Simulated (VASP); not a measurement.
# PbSe (Clausthalite) (Fm-3m) in VASP: a series of runs

The runs below take PbSe (Clausthalite) through single point, with r2SCAN.

Program: VASP 6.6.1. These are calculated values, not measurements. Logs are shortened: lines on timing, memory, paths and dates and some standing lists are left out, and cuts for length are marked.

### Step 1. The cell of the first run

Symmetry: Fm-3m, No. 225, cubic system. Conventional cell: a = 6.053 Å, b = 6.053 Å, c = 6.053 Å, α = 90.00°, β = 90.00°, γ = 90.00°. Pb (site symmetry m-3m) has 6 Se at 3.03 Å within 4.0 Å. Within 4.0 Å of Se (site symmetry m-3m) lie 6 Pb at 3.03 Å.

### Step 2. Single point, r2SCAN (volume scaled by 0.94)

POSCAR reads:

```
PbSe
1.0
    0.0000000000      3.0265959241      3.0265959241
    3.0265959241      0.0000000000      3.0265959241
    3.0265959241      3.0265959241      0.0000000000
Pb Se
1 1
Direct
    0.0000000000      0.0000000000      0.0000000000
    0.5000000000      0.5000000000      0.5000000000
```

INCAR.step1 reads:

```
PREC = Accurate ; ENCUT = 550
ISMEAR = 0 ; SIGMA = 0.02
LREAL = False ; LASPH = True
NELM = 120 ; NBANDS = 17
GGA = PE ; ALGO = Normal
EDIFF = 1E-5 ; LWAVE = True
LCHARG = False ; GGA_COMPAT = False
```

INCAR.step2 reads:

```
PREC = Accurate ; ENCUT = 550
EDIFF = 1E-6 ; ISMEAR = 0
SIGMA = 0.02 ; LREAL = False
LASPH = True ; NELM = 120
ALGO = Normal ; ISIF = 2
LWAVE = False ; LCHARG = False
METAGGA = R2SCAN ; LMIXTAU = True
NBANDS = 17 ; ISTART = 1
GGA_COMPAT = False
```

KPOINTS reads:

```
Automatic mesh
0
Gamma
  10 10 10
```

Potentials or basis: VASP PAW PBE potentials, release 64 (Pb_d, Se).

Run with:

```console
> cat potpaw_PBE.64/Pb_d/POTCAR potpaw_PBE.64/Se/POTCAR > POTCAR
> cp INCAR.step1 INCAR
> mpirun -np 1 vasp_std > vasp.out
> cp INCAR.step2 INCAR
> mpirun -np 1 vasp_std > vasp.out
```

OUTCAR:

```text
PREC = Accurate
   ENCUT = 550
   EDIFF = 1E-6
   ISMEAR = 0
   LREAL = False
   LASPH = True
   NELM = 120
   ISIF = 2
   METAGGA = R2SCAN
   ISTART = 1

 ion  position               nearest neighbor table
   1  0.000  0.000  0.000-   2 3.03   2 3.03   2 3.03   2 3.03   2 3.03   2 3.03
   2  0.500  0.500  0.500-   1 3.03   1 3.03   1 3.03   1 3.03   1 3.03   1 3.03

  LATTYP: Found a face centered cubic cell.
 ALAT       =     6.0531918482

  Lattice vectors:

 A1 = (   0.0000000000,   3.0265959241,   3.0265959241)
 A2 = (   3.0265959241,   0.0000000000,   3.0265959241)
 A3 = (   3.0265959241,   3.0265959241,   0.0000000000)

Analysis of symmetry for initial positions (statically):
=====================================================================
 Subroutine PRICEL returns:
 Original cell was already a primitive cell.

 Routine SETGRP: Setting up the symmetry group for a
 face centered cubic supercell.

 Subroutine GETGRP returns: Found 48 space group operations
 (whereof 48 operations were pure point group operations)
 out of a pool of 48 trial point group operations.

The static configuration has the point symmetry O_h .

Analysis of symmetry for dynamics (positions and initial velocities):
=====================================================================
 Subroutine PRICEL returns:
 Original cell was already a primitive cell.

 Routine SETGRP: Setting up the symmetry group for a
 face centered cubic supercell.

 Subroutine GETGRP returns: Found 48 space group operations
 (whereof 48 operations were pure point group operations)
 out of a pool of 48 trial point group operations.

The dynamic configuration has the point symmetry O_h .

 Subroutine INISYM returns: Found 48 space group operations
 (whereof 48 operations are pure point group operations),
 and found     1 'primitive' translations

----------------------------------------------------------------------------------------

                                     Primitive cell

  volume of cell :      55.4489

  direct lattice vectors                    reciprocal lattice vectors
     0.000000000  3.026595924  3.026595924    -0.165202099  0.165202099  0.165202099
     3.026595924  0.000000000  3.026595924     0.165202099 -0.165202099  0.165202099
     3.026595924  3.026595924  0.000000000     0.165202099  0.165202099 -0.165202099

  length of vectors
     4.280253004  4.280253004  4.280253004     0.286138429  0.286138429  0.286138429

  position of ions in fractional coordinates (direct lattice)
     0.000000000  0.000000000  0.000000000
     0.500000000  0.500000000  0.500000000

  ion indices of the primitive-cell ions
   primitive index   ion index
                 1           1
                 2           2

----------------------------------------------------------------------------------------

 KPOINTS: Automatic mesh

Automatic generation of k-mesh.
 Grid dimensions read from file:
 generate k-points for:   10   10   10

 Generating k-lattice:

  Cartesian coordinates                     Fractional coordinates (reciprocal lattice)
    -0.016520210  0.016520210  0.016520210     0.100000000  0.000000000  0.000000000
     0.016520210 -0.016520210  0.016520210     0.000000000  0.100000000  0.000000000
     0.016520210  0.016520210 -0.016520210     0.000000000  0.000000000  0.100000000

  Length of vectors
     0.028613843  0.028613843  0.028613843

  Shift w.r.t. Gamma in fractional coordinates (k-lattice)
     0.000000000  0.000000000  0.000000000

 Subroutine IBZKPT returns following result:
 ===========================================

 Found     47 irreducible k-points:

 Following reciprocal coordinates:
            Coordinates               Weight
  0.000000  0.000000  0.000000      1.000000
  0.100000  0.000000  0.000000      8.000000
  0.200000  0.000000  0.000000      8.000000
  0.300000  0.000000  0.000000      8.000000
  0.400000  0.000000  0.000000      8.000000
  0.500000  0.000000  0.000000      4.000000
[... 16 lines left out ...]
  0.300000  0.300000  0.000000      6.000000
  0.400000  0.300000  0.000000     24.000000
 [... further k-points ...]
   k-points           NKPTS =     47   k-points in BZ     NKDIM =     47   number of bands    NBANDS=     17
   number of dos      NEDOS =    301   number of ions     NIONS =      2
   total plane-waves  NPLWV =  46656
   dimension x,y,z NGX =    36 NGY =   36 NGZ =   36
   dimension x,y,z NGXF=    72 NGYF=   72 NGZF=   72
   ions per type =               1   1
   NGX,Y,Z   is equivalent  to a cutoff of  13.98, 13.98, 13.98 a.u.
   NGXF,Y,Z  is equivalent  to a cutoff of  27.96, 27.96, 27.96 a.u.
 SYSTEM =  unknown system
   PREC   = accura    normal or accurate (medium, high low for compatibility)
   ISTART =      1    job   : 0-new  1-cont  2-samecut
   ICHARG =      0    charge: 1-file 2-atom 10-const
   ISPIN  =      1    spin polarized calculation?
   LNONCOLLINEAR =      F non collinear calculations
   LSORBIT =      F    spin-orbit coupling
   LASPH  =      T    aspherical Exc in radial PAW
   ENCUT  =  550.0 eV  40.42 Ry    6.36 a.u.   8.18  8.18  8.18*2*pi/ulx,y,z
   NELM   =    120;   NELMIN=  2; NELMDL=  0     # of ELM steps
   EDIFF  = 0.1E-05   stopping-criterion for ELM
   LREAL  =      F    real-space projection
   EDIFFG = 0.1E-04   stopping-criterion for IOM
   NSW    =      0    number of steps for IOM
   IBRION =     -1    ionic relax: 0-MD 1-quasi-New 2-CG
   NFREE  =      0    steps in history (QN), initial steepest desc. (CG)
   ISIF   =      2    stress and relaxation
   ISYM   =      2    0-nonsym 1-usesym 2-fastsym
   POTIM  = 0.5000    time-step for ionic-motion
   TEBEG  =    0.0;   TEEND  =   0.0 temperature during run
   PSTRESS=    0.0 pullay stress
   NELECT =      20.0000    total number of electrons
   NUPDOWN=      -1.0000    fix difference up-down
   EMIN   =  10.00;   EMAX   =-10.00  energy-range for DOS
   EFERMI =   0.00;   METHOD = LEGACY
   ISMEAR =     0;   SIGMA  =   0.02  broadening in eV -4-tet -1-fermi 0-gaus
   EFERMI_NEDOS =   21; number of points for ismear=-14 and -15
   IALGO  =     38    algorithm
   IMIX   =      4    mixing-type and parameters
     AMIX     =   0.40;   BMIX     =  1.00
     AMIX_MAG =   1.60;   BMIX_MAG =  1.00
  volume/ion in A,a.u.               =      27.72       187.09
  Fermi-wavevector in a.u.,A,eV,Ry     =   1.165343  2.202179 18.477038  1.358024
  Thomas-Fermi vector in A             =   2.301870
   LORBIT       =      0    0 simple, 1 ext, 2 COOP (PROOUT), +10 PAW based schemes
   METAGGA = R2SCAN    functional components
   LHFCALC =     F    Hartree Fock is set to
   AEXX    =    0.0000 exact exchange contribution
   IVDW    =     0    specifies the selected vdW correction
   LEPSILON=     F    determine dielectric tensor
   LRPA    =     F    only Hartree local field effects (RPA)
 non-spin polarized calculation
 Gauss-broadening in eV      SIGMA  =   0.02
  energy-cutoff  :      550.00
  volume of cell :       55.45
 maximum number of plane-waves:      1639
 NGX is ok and might be reduce to    36
   NGX = 17   NGY = 17   NGZ = 17

 number of electron      19.9999997 magnetization

 Free energy of the ion-electron system (eV)
  ---------------------------------------------------
  ext. energy  EPLUGINS =         0.00000000
  ---------------------------------------------------
  free energy    TOTEN  =       -71.90050296 eV

  energy without entropy =      -71.90050296  energy(sigma->0) =      -71.90050296

 E-fermi :   5.4849     XC(G=0): -10.2359

 val. band max:        5.3917153620   @ k =   0.5000   0.0000   0.0000
 cond. band min:       5.8477803055   @ k =   0.5000   0.0000   0.0000
 fundamental gap:      0.4560649435
 Fermi energy:         5.4848504153

 k-point     1 :       0.0000    0.0000    0.0000
  band No.  band energies     occupation
      1     -12.1790      2.00000
      2     -12.1790      2.00000
      3     -12.1790      2.00000
      4     -12.1782      2.00000
      5     -12.1782      2.00000
      6      -9.1082      2.00000
[... 9 lines left out ...]
     16      12.2273      0.00000
     17      13.8837      0.00000

 k-point     2 :       0.1000    0.0000    0.0000
  band No.  band energies     occupation
      1     -12.1813      2.00000
      2     -12.1813      2.00000
      3     -12.1786      2.00000
      4     -12.1753      2.00000
      5     -12.1753      2.00000
      6      -9.0244      2.00000
[... 9 lines left out ...]
     16      12.4719      0.00000
     17      14.7987      0.00000

 k-point     3 :       0.2000    0.0000    0.0000
  band No.  band energies     occupation
      1     -12.1891      2.00000
      2     -12.1891      2.00000
      3     -12.1778      2.00000
      4     -12.1659      2.00000
      5     -12.1659      2.00000
      6      -8.7850      2.00000
[... 9 lines left out ...]
     16      13.0809      0.00000
     17      16.4340      0.00000

 k-point     4 :       0.3000    0.0000    0.0000
  band No.  band energies     occupation
      1     -12.1988      2.00000
      2     -12.1988      2.00000
      3     -12.1770      2.00000
      4     -12.1543      2.00000
      5     -12.1543      2.00000
      6      -8.4353      2.00000
[... 9 lines left out ...]
     16      14.0027      0.00000
     17      17.9511      0.00000

 k-point     5 :       0.4000    0.0000    0.0000
  band No.  band energies     occupation
      1     -12.2066      2.00000
      2     -12.2066      2.00000
      3     -12.1766      2.00000
      4     -12.1449      2.00000
      5     -12.1449      2.00000
      6      -8.0833      2.00000
[... 9 lines left out ...]
     16      15.1627      0.00000
     17      17.2087      0.00000

 k-point     6 :       0.5000    0.0000    0.0000
  band No.  band energies     occupation
      1     -12.2095      2.00000
      2     -12.2095      2.00000
      3     -12.1764      2.00000
      4     -12.1413      2.00000
      5     -12.1413      2.00000
      6      -7.9225      2.00000
[... 9 lines left out ...]
     16      16.0047      0.00000
     17      16.1101      0.00000

 k-point     7 :       0.1000    0.1000    0.0000
  band No.  band energies     occupation
      1     -12.1863      2.00000
      2     -12.1810      2.00000
      3     -12.1761      2.00000
      4     -12.1744      2.00000
      5     -12.1744      2.00000
      6      -8.9952      2.00000
[... 9 lines left out ...]
     16      12.9603      0.00000
     17      14.7344      0.00000

 k-point     8 :       0.2000    0.1000    0.0000
  band No.  band energies     occupation
      1     -12.1973      2.00000
      2     -12.1813      2.00000
      3     -12.1798      2.00000
      4     -12.1686      2.00000
      5     -12.1646      2.00000
      6      -8.8043      2.00000
[... 9 lines left out ...]
     16      13.6381      0.00000
     17      15.6162      0.00000
[... 203 lines left out ...]
      1     -12.2546      2.00000
      2     -12.1900      2.00000
      3     -12.1754      2.00000
      4     -12.1506      2.00000
      5     -12.1381      2.00000
      6      -7.7774      2.00000
[... 9 lines left out ...]
     16      16.3927      0.00000
     17      16.9467      0.00000

 k-point    20 :      -0.4000    0.2000    0.0000
  band No.  band energies     occupation
      1     -12.2453      2.00000
      2     -12.1965      2.00000
      3     -12.1686      2.00000
      4     -12.1529      2.00000
      5     -12.1421      2.00000
      6      -7.7382      2.00000
[... 9 lines left out ...]
     16      15.1370      0.00000
     17      17.7469      0.00000

 k-point    21 :      -0.3000    0.2000    0.0000
  band No.  band energies     occupation
      1     -12.2276      2.00000
      2     -12.1994      2.00000
      3     -12.1686      2.00000
      4     -12.1533      2.00000
      5     -12.1510      2.00000
      6      -7.9634      2.00000
[... 9 lines left out ...]
     16      15.5382      0.00000
     17      16.8598      0.00000

 k-point    22 :      -0.2000    0.2000    0.0000
  band No.  band energies     occupation
      1     -12.2079      2.00000
      2     -12.1984      2.00000
      3     -12.1736      2.00000
      4     -12.1603      2.00000
      5     -12.1533      2.00000
      6      -8.3037      2.00000
[... 9 lines left out ...]
     16      15.5402      0.00000
     17      16.0673      0.00000

 k-point    23 :       0.3000    0.3000    0.0000
  band No.  band energies     occupation
      1     -12.2713      2.00000
      2     -12.1926      2.00000
      3     -12.1639      2.00000
      4     -12.1464      2.00000
      5     -12.1464      2.00000
      6      -8.1651      2.00000
[... 9 lines left out ...]
     16      15.9701      0.00000
     17      16.4996      0.00000

 k-point    24 :       0.4000    0.3000    0.0000
  band No.  band energies     occupation
      1     -12.2941      2.00000
      2     -12.1925      2.00000
      3     -12.1658      2.00000
      4     -12.1410      2.00000
      5     -12.1381      2.00000
      6      -7.8808      2.00000
[... 9 lines left out ...]
     16      16.6914      0.00000
     17      17.4353      0.00000

 [... further k-points ...]

------------------------ aborting loop because EDIFF is reached ----------------------------------------

  FORCE on cell =-STRESS in cart. coord.  units (eV):
  Direction    XX          YY          ZZ          XY          YZ          ZX
  --------------------------------------------------------------------------------------
  -------------------------------------------------------------------------------------
  Total        1.2613275      1.2613275      1.2613275      0.0000000      0.0000000      0.0000000
  in kB       36.4456001     36.4456001     36.4456001      0.0000000      0.0000000      0.0000000
  external PRESSURE =      36.4456001 kB  Pullay stress =       0.0000000 kB

 VOLUME and BASIS-vectors are now :
 -----------------------------------------------------------------------------
  energy-cutoff  :      550.00
  volume of cell :       55.45
      direct lattice vectors                 reciprocal lattice vectors
     0.000000000  3.026595924  3.026595924    -0.165202099  0.165202099  0.165202099
     3.026595924  0.000000000  3.026595924     0.165202099 -0.165202099  0.165202099
     3.026595924  3.026595924  0.000000000     0.165202099  0.165202099 -0.165202099

 POSITION                                       TOTAL-FORCE (eV/Angst)
 -----------------------------------------------------------------------------------
      0.00000      0.00000      0.00000         0.000000      0.000000      0.000000
      3.02660      3.02660      3.02660         0.000000      0.000000     -0.000000
 -----------------------------------------------------------------------------------
    total drift:                               -0.000000      0.000000      0.000000

  FREE ENERGIE OF THE ION-ELECTRON SYSTEM (eV)
  ---------------------------------------------------
  free  energy   TOTEN  =       -71.9005029561 eV

  energy  without entropy=      -71.9005029561  energy(sigma->0) =      -71.90050296
```

Wall time 88 s (1 thread of Intel Xeon 6975P-C (Granite Rapids), shared host); peak memory 0.24 GiB.

What came out:

| Quantity | Value |
| --- | --- |
| Free energy | -71.9005 eV |
| Pressure | 3.6 GPa |
| Band gap on the k mesh | 0.46 eV, direct |

Levels at points of the mesh, in eV from the valence-band top:
| k point | band 8 | band 9 | band 10 | band 11 | band 12 | band 13 |
| --- | --- | --- | --- | --- | --- | --- |
| (0.00, 0.00, 0.00) | -2.24 | -2.24 | -2.24 | 5.07 | 5.07 | 5.07 |
| (0.50, 0.00, 0.00) | -1.79 | -1.79 | 0.00 | 0.46 | 1.79 | 1.79 |
| (0.50, 0.50, 0.00) | -5.50 | -3.66 | -3.66 | 3.83 | 6.09 | 6.09 |

Caveat: the PAW data sets were made with another functional, which shifts forces and pressure a little; spin-orbit coupling is left out, which moves the levels of the heavy elements.

### Step 3. Single point, r2SCAN (volume scaled by 0.97)

POSCAR reads:

```
PbSe
1.0
    0.0000000000      3.0584571699      3.0584571699
    3.0584571699      0.0000000000      3.0584571699
    3.0584571699      3.0584571699      0.0000000000
Pb Se
1 1
Direct
    0.0000000000      0.0000000000      0.0000000000
    0.5000000000      0.5000000000      0.5000000000
```

INCAR.step1 reads:

```
  PREC = Accurate
  ENCUT = 550
  ISMEAR = 0
  SIGMA = 0.02
  LREAL = F
  LASPH = T
  NELM = 120
  NBANDS = 17
  GGA = PE
  ALGO = Normal
  EDIFF = 1E-5
  LWAVE = T
  LCHARG = F
  GGA_COMPAT = F
```

INCAR.step2 reads:

```
  PREC = Accurate
  ENCUT = 550
  EDIFF = 1E-6
  ISMEAR = 0
  SIGMA = 0.02
  LREAL = F
  LASPH = T
  NELM = 120
  ALGO = Normal
  ISIF = 2
  LWAVE = F
  LCHARG = F
  METAGGA = R2SCAN
  LMIXTAU = T
  NBANDS = 17
  ISTART = 1
  GGA_COMPAT = F
```

KPOINTS reads:

```
regular mesh
0
Gamma
  10 10 10
```

Potentials or basis: VASP PAW PBE potentials, release 64 (Pb_d, Se).

Run with:

```console
> cat potpaw_PBE.64/Pb_d/POTCAR potpaw_PBE.64/Se/POTCAR > POTCAR
> cp INCAR.step1 INCAR
> mpirun -np 1 vasp_std > vasp.out
> cp INCAR.step2 INCAR
> mpirun -np 1 vasp_std > vasp.out
```

It took 84 s on 1 thread of Intel Xeon 6975P-C (Granite Rapids), shared host; peak memory 0.23 GiB.

The run converged. Its results:

```
Free energy            : -71.9299 eV
Pressure               : 1.7 GPa
Band gap on the k mesh : 0.57 eV, direct
```

Levels at points of the mesh, in eV from the valence-band top:
| k point | band 8 | band 9 | band 10 | band 11 | band 12 | band 13 |
| --- | --- | --- | --- | --- | --- | --- |
| (0.00, 0.00, 0.00) | -2.05 | -2.05 | -2.05 | 5.04 | 5.04 | 5.04 |
| (0.50, 0.00, 0.00) | -1.62 | -1.62 | 0.00 | 0.57 | 1.90 | 1.90 |
| (0.50, 0.50, 0.00) | -5.18 | -3.41 | -3.41 | 4.00 | 6.00 | 6.00 |

Caveat: the PAW data sets were made with another functional, which shifts forces and pressure a little; spin-orbit coupling is left out, which moves the levels of the heavy elements. A k mesh can miss the band edges.
